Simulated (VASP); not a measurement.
Here is a VASP 6.6.1 calculation.

The input INCAR:

```
SYSTEM = Rb
  ALGO = Fast
  EDIFF = 1E-6
  ENCUT = 520
  GGA = PS
  ISIF = 2
  ISMEAR = -1
  LASPH = .True.
  LCHARG = .False.
  LREAL = .False.
  LWAVE = .False.
  NBANDS = 16
  NELM = 80
  PREC = Accurate
  SIGMA = 0.05
```

Contents of KPOINTS:

```
k-points
0
Gamma
  7 7 7
  0 0 0
```

POSCAR

```
Rb
1.0
   -2.3789880000      2.3789880000      8.4886690000
    2.3789880000     -2.3789880000      8.4886690000
    2.3789880000      2.3789880000     -8.4886690000
Rb
2
Direct
    0.5000000000      0.5000000000      0.0000000000
    0.2500000000      0.7500000000      0.5000000000
```

Potentials or basis: VASP PAW PBE potentials, release 64 (Rb_sv).

Launch:

```bash
$ cat potpaw_PBE.64/Rb_sv/POTCAR > POTCAR
$ mpirun -np 1 vasp_std > vasp.out
```

Question: Estimate the band gap on the k mesh.

Answer: Zero (bands 9 and 10 overlap by 1.95 eV).

Question: Predict the pressure.

Answer: -0.1 GPa.

Caveat: the PAW data sets were made with another functional, which shifts forces and pressure a little.
